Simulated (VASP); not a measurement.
# WSe3 (Pm-3m) in VASP: electric field gradients with PBEsol

Aim: the electric field gradients of WSe3 with PBEsol.

Everything below comes from runs of VASP 6.6.1. Logs are shortened: lines on timing, memory, paths and dates and some standing lists are left out, and cuts for length are marked.

### Step 1. The cell of the first run

Symmetry: Pm-3m, No. 221, cubic system. The conventional cell has a = 4.891 Å, b = 4.891 Å, c = 4.891 Å, α = 90.00°, β = 90.00°, γ = 90.00°. W (site symmetry m-3m) has 6 Se at 2.45 Å within 3.2 Å. Within 3.2 Å of Se (site symmetry 4/mmm) lie 2 W at 2.45 Å.

### Step 2. Electric field gradients, PBEsol

The input, INCAR:

```
SYSTEM = WSe3
PREC     = Accurate       ! precision mode
ENCUT    = 520            ! plane-wave cutoff, eV
EDIFF    = 1E-8           ! SCF threshold, eV
ISMEAR   = -1             ! smearing method
SIGMA    = 0.15           ! smearing width, eV
LREAL    = .FALSE.        ! projectors in reciprocal space
LASPH    = .TRUE.         ! aspherical terms in the spheres
NELM     = 80             ! most SCF steps
ALGO     = Normal         ! electronic algorithm
ISIF     = 2              ! what is computed and relaxed
LWAVE    = .FALSE.        ! write WAVECAR
LCHARG   = .FALSE.        ! write CHGCAR
GGA      = PS             ! functional
LEFG     = .TRUE.       
NBANDS   = 24             ! bands
```

The input, KPOINTS:

```
regular mesh
0
G
  10 10 10
  0 0 0
```

The input, POSCAR:

```
WSe3
1.0
    4.8914385629      0.0000000000      0.0000000000
    0.0000000000      4.8914385629      0.0000000000
    0.0000000000      0.0000000000      4.8914385629
W Se
1 3
Direct
    0.0000000000      0.0000000000      0.0000000000
    0.0000000000      0.0000000000      0.5000000000
    0.0000000000      0.5000000000      0.0000000000
    0.5000000000      0.0000000000      0.0000000000
```

Potentials or basis: VASP PAW PBE potentials, release 64 (W_sv, Se).

The run is started by

```
$ cat potpaw_PBE.64/W_sv/POTCAR potpaw_PBE.64/Se/POTCAR > POTCAR
$ mpirun -np 1 vasp_std > vasp.out
```

OUTCAR:

```text
SYSTEM = WSe3
   PREC = Accurate
   ENCUT = 520
   EDIFF = 1E-8
   ISMEAR = -1
   LREAL = .FALSE.
   LASPH = .TRUE.
   NELM = 80
   ISIF = 2
   GGA = PS

 ion  position               nearest neighbor table
   1  0.000  0.000  0.000-   2 2.45   3 2.45   4 2.45   2 2.45   3 2.45   4 2.45
   2  0.000  0.000  0.500-   1 2.45   1 2.45
   3  0.000  0.500  0.000-   1 2.45   1 2.45
   4  0.500  0.000  0.000-   1 2.45   1 2.45

  LATTYP: Found a simple cubic cell.
 ALAT       =     4.8914385629

  Lattice vectors:

 A1 = (   4.8914385629,   0.0000000000,   0.0000000000)
 A2 = (   0.0000000000,   4.8914385629,   0.0000000000)
 A3 = (   0.0000000000,   0.0000000000,   4.8914385629)

Analysis of symmetry for initial positions (statically):
=====================================================================
 Subroutine PRICEL returns:
 Original cell was already a primitive cell.

 Routine SETGRP: Setting up the symmetry group for a
 simple cubic supercell.

 Subroutine GETGRP returns: Found 48 space group operations
 (whereof 48 operations were pure point group operations)
 out of a pool of 48 trial point group operations.

The static configuration has the point symmetry O_h .

Analysis of symmetry for dynamics (positions and initial velocities):
=====================================================================
 Subroutine PRICEL returns:
 Original cell was already a primitive cell.

 Routine SETGRP: Setting up the symmetry group for a
 simple cubic supercell.

 Subroutine GETGRP returns: Found 48 space group operations
 (whereof 48 operations were pure point group operations)
 out of a pool of 48 trial point group operations.

The dynamic configuration has the point symmetry O_h .

 Subroutine INISYM returns: Found 48 space group operations
 (whereof 48 operations are pure point group operations),
 and found     1 'primitive' translations

----------------------------------------------------------------------------------------

                                     Primitive cell

  volume of cell :     117.0334

  direct lattice vectors                    reciprocal lattice vectors
     4.891438563  0.000000000  0.000000000     0.204438835  0.000000000  0.000000000
     0.000000000  4.891438563  0.000000000     0.000000000  0.204438835  0.000000000
     0.000000000  0.000000000  4.891438563     0.000000000  0.000000000  0.204438835

  length of vectors
     4.891438563  4.891438563  4.891438563     0.204438835  0.204438835  0.204438835

  position of ions in fractional coordinates (direct lattice)
     0.000000000  0.000000000  0.000000000
     0.000000000  0.000000000  0.500000000
     0.000000000  0.500000000  0.000000000
     0.500000000  0.000000000  0.000000000

  ion indices of the primitive-cell ions
   primitive index   ion index
                 1           1
                 2           2
                 3           3
                 4           4

----------------------------------------------------------------------------------------

 KPOINTS: regular mesh

Automatic generation of k-mesh.
 Grid dimensions read from file:
 generate k-points for:   10   10   10

 Generating k-lattice:

  Cartesian coordinates                     Fractional coordinates (reciprocal lattice)
     0.020443883  0.000000000  0.000000000     0.100000000  0.000000000  0.000000000
     0.000000000  0.020443883  0.000000000     0.000000000  0.100000000  0.000000000
     0.000000000  0.000000000  0.020443883     0.000000000  0.000000000  0.100000000

  Length of vectors
     0.020443883  0.020443883  0.020443883

  Shift w.r.t. Gamma in fractional coordinates (k-lattice)
     0.000000000  0.000000000  0.000000000

 Subroutine IBZKPT returns following result:
 ===========================================

 Found     56 irreducible k-points:

 Following reciprocal coordinates:
            Coordinates               Weight
  0.000000  0.000000  0.000000      1.000000
  0.100000  0.000000  0.000000      6.000000
  0.200000  0.000000  0.000000      6.000000
  0.300000  0.000000  0.000000      6.000000
  0.400000  0.000000  0.000000      6.000000
  0.500000  0.000000  0.000000      3.000000
[... 16 lines left out ...]
  0.200000  0.100000  0.100000     24.000000
  0.300000  0.100000  0.100000     24.000000
 [... further k-points ...]
   k-points           NKPTS =     56   k-points in BZ     NKDIM =     56   number of bands    NBANDS=     24
   number of dos      NEDOS =    301   number of ions     NIONS =      4
   total plane-waves  NPLWV =  46656
   dimension x,y,z NGX =    36 NGY =   36 NGZ =   36
   dimension x,y,z NGXF=    72 NGYF=   72 NGZF=   72
   ions per type =               1   3
   NGX,Y,Z   is equivalent  to a cutoff of  12.24, 12.24, 12.24 a.u.
   NGXF,Y,Z  is equivalent  to a cutoff of  24.47, 24.47, 24.47 a.u.
 SYSTEM =  WSe3
   PREC   = accura    normal or accurate (medium, high low for compatibility)
   ISTART =      0    job   : 0-new  1-cont  2-samecut
   ICHARG =      2    charge: 1-file 2-atom 10-const
   ISPIN  =      1    spin polarized calculation?
   LNONCOLLINEAR =      F non collinear calculations
   LSORBIT =      F    spin-orbit coupling
   LASPH  =      T    aspherical Exc in radial PAW
   ENCUT  =  520.0 eV  38.22 Ry    6.18 a.u.   9.09  9.09  9.09*2*pi/ulx,y,z
   NELM   =     80;   NELMIN=  2; NELMDL= -5     # of ELM steps
   EDIFF  = 0.1E-07   stopping-criterion for ELM
   LREAL  =      F    real-space projection
   EDIFFG = 0.1E-06   stopping-criterion for IOM
   NSW    =      0    number of steps for IOM
   IBRION =     -1    ionic relax: 0-MD 1-quasi-New 2-CG
   NFREE  =      0    steps in history (QN), initial steepest desc. (CG)
   ISIF   =      2    stress and relaxation
   ISYM   =      2    0-nonsym 1-usesym 2-fastsym
   POTIM  = 0.5000    time-step for ionic-motion
   TEBEG  =    0.0;   TEEND  =   0.0 temperature during run
   PSTRESS=    0.0 pullay stress
   NELECT =      32.0000    total number of electrons
   NUPDOWN=      -1.0000    fix difference up-down
   EMIN   =  10.00;   EMAX   =-10.00  energy-range for DOS
   EFERMI =   0.00;   METHOD = LEGACY
   ISMEAR =    -1;   SIGMA  =   0.15  broadening in eV -4-tet -1-fermi 0-gaus
   EFERMI_NEDOS =   21; number of points for ismear=-14 and -15
   IALGO  =     38    algorithm
   IMIX   =      4    mixing-type and parameters
     AMIX     =   0.40;   BMIX     =  1.00
     AMIX_MAG =   1.60;   BMIX_MAG =  1.00
  volume/ion in A,a.u.               =      29.26       197.45
  Fermi-wavevector in a.u.,A,eV,Ry     =   1.062563  2.007954 15.361538  1.129041
  Thomas-Fermi vector in A             =   2.198018
   LORBIT       =      0    0 simple, 1 ext, 2 COOP (PROOUT), +10 PAW based schemes
   GGA     = PS    functional components
   LHFCALC =     F    Hartree Fock is set to
   AEXX    =    0.0000 exact exchange contribution
   IVDW    =     0    specifies the selected vdW correction
   LEPSILON=     F    determine dielectric tensor
   LRPA    =     F    only Hartree local field effects (RPA)
 non-spin polarized calculation
  energy-cutoff  :      520.00
  volume of cell :      117.03
 maximum number of plane-waves:      3178
   NGX = 19   NGY = 19   NGZ = 19

 number of electron      32.0000007 magnetization

 Free energy of the ion-electron system (eV)
  ---------------------------------------------------
  ext. energy  EPLUGINS =         0.00000000
  ---------------------------------------------------
  free energy    TOTEN  =       -24.45726931 eV

  energy without entropy =      -24.25175817  energy(sigma->0) =      -24.35451374

 E-fermi :   2.4422     XC(G=0):  -8.6346

 val. band max:        2.4359872099   @ k =   0.5000   0.3000   0.3000
 cond. band min:       2.5390039188   @ k =   0.2000   0.2000   0.1000
 fundamental gap:      0.1030167089
 Fermi energy:         2.4421684265

 k-point     1 :       0.0000    0.0000    0.0000
  band No.  band energies     occupation
      1     -72.7281      2.00000
      2     -36.9473      2.00000
      3     -36.9473      2.00000
      4     -36.9473      2.00000
      5     -11.8898      2.00000
      6     -10.3539      2.00000
[... 637 lines left out ...]
     23       9.1999      0.00000
     24      10.0229      0.00000

 [... further k-points ...]

------------------------ aborting loop because EDIFF is reached ----------------------------------------

  FORCE on cell =-STRESS in cart. coord.  units (eV):
  Direction    XX          YY          ZZ          XY          YZ          ZX
  --------------------------------------------------------------------------------------
  -------------------------------------------------------------------------------------
  Total        0.1327999      0.1327999      0.1327999     -0.0000000      0.0000000     -0.0000000
  in kB        1.8180194      1.8180194      1.8180194     -0.0000000      0.0000000     -0.0000000
  external PRESSURE =       1.8180194 kB  Pullay stress =       0.0000000 kB

 VOLUME and BASIS-vectors are now :
 -----------------------------------------------------------------------------
  energy-cutoff  :      520.00
  volume of cell :      117.03
      direct lattice vectors                 reciprocal lattice vectors
     4.891438563  0.000000000  0.000000000     0.204438835  0.000000000  0.000000000
     0.000000000  4.891438563  0.000000000     0.000000000  0.204438835  0.000000000
     0.000000000  0.000000000  4.891438563     0.000000000  0.000000000  0.204438835

 POSITION                                       TOTAL-FORCE (eV/Angst)
 -----------------------------------------------------------------------------------
      0.00000      0.00000      0.00000         0.000000      0.000000      0.000000
      0.00000      0.00000      2.44572         0.000000      0.000000      0.000000
      0.00000      2.44572      0.00000         0.000000      0.000000      0.000000
      2.44572      0.00000      0.00000         0.000000      0.000000      0.000000
 -----------------------------------------------------------------------------------
    total drift:                               -0.000000     -0.000000     -0.000000

  FREE ENERGIE OF THE ION-ELECTRON SYSTEM (eV)
  ---------------------------------------------------
  free  energy   TOTEN  =       -24.4572693064 eV

  energy  without entropy=      -24.2517581738  energy(sigma->0) =      -24.35451374

 Electric field gradients (V/A^2)
---------------------------------------------------------------------
 ion       V_xx      V_yy      V_zz      V_xy      V_xz      V_yz
---------------------------------------------------------------------
   1       0.000     0.000     0.000     0.000    -0.000     0.000
   2     -12.200   -12.200    24.401    -0.000    -0.000     0.000
   3     -12.200    24.401   -12.200     0.000    -0.000     0.000
   4      24.401   -12.200   -12.200     0.000    -0.000     0.000
---------------------------------------------------------------------

 Electric field gradients after diagonalization (V/A^2)
 (convention: |V_zz| > |V_xx| > |V_yy|)
----------------------------------------------------------------------
 ion       V_xx      V_yy      V_zz     asymmetry (V_yy - V_xx)/ V_zz
----------------------------------------------------------------------
   1       0.000     0.000     0.000      -0.606
   2     -12.200   -12.200    24.401       0.000
   3     -12.200   -12.200    24.401       0.000
   4     -12.200   -12.200    24.401       0.000
----------------------------------------------------------------------

           NMR quadrupolar parameters

 Cq : quadrupolar parameter    Cq=e*Q*V_zz/h
 eta: asymmetry parameters     (V_yy - V_xx)/ V_zz
 Q  : nuclear electric quadrupole moment in mb (millibarn)
----------------------------------------------------------------------
 ion       Cq(MHz)       eta       Q (mb)
----------------------------------------------------------------------
   1       0.000      -0.606       1.000
   2       0.059       0.000       1.000
   3       0.059       0.000       1.000
   4       0.059       0.000       1.000
----------------------------------------------------------------------
```

It took 3.1 min on 1 thread of AMD EPYC 7R43 (Zen 3), shared host; peak memory 0.25 GiB.

What came out:

| Item | Value |
| --- | --- |
| Free energy | -24.4573 eV |
| Pressure | 0.2 GPa |
| Band gap on the k mesh | zero (bands 16 and 17 overlap by 1.35 eV) |
| Largest electric field gradient by atom | W +0.0; Se +24.4 V/Å² |

Levels at points of the mesh, in eV from the Fermi level:
```csv
k point,band 13,band 14,band 15,band 16,band 17,band 18,band 19,band 20
"(0.00, 0.00, 0.00)",-1.64,-1.10,-1.10,-1.10,-0.38,-0.38,-0.38,0.69
"(0.50, 0.00, 0.00)",-2.49,-1.61,-1.56,-0.62,-0.62,0.71,1.55,1.55
"(0.50, 0.50, 0.00)",-3.06,-2.00,-2.00,0.49,1.25,1.51,1.57,1.57
"(0.50, 0.50, 0.50)",-4.91,0.51,0.51,0.51,1.58,1.58,1.58,4.07
```

Electric field gradients, principal values (V/Å²):
| atom | least | middle | greatest (by size) |
| --- | --- | --- | --- |
| 1 W | 0.000 | 0.000 | 0.000 |
| 2 Se | -12.200 | -12.200 | 24.401 |
| 3 Se | -12.200 | -12.200 | 24.401 |
| 4 Se | -12.200 | -12.200 | 24.401 |

Caveat: without QUAD_EFG the Cq values of the log hold for a quadrupole moment of 1 mb, not for the nuclei; the PAW data sets were made with another functional, which shifts forces and pressure a little; spin-orbit coupling is left out, which moves the levels of the heavy elements.
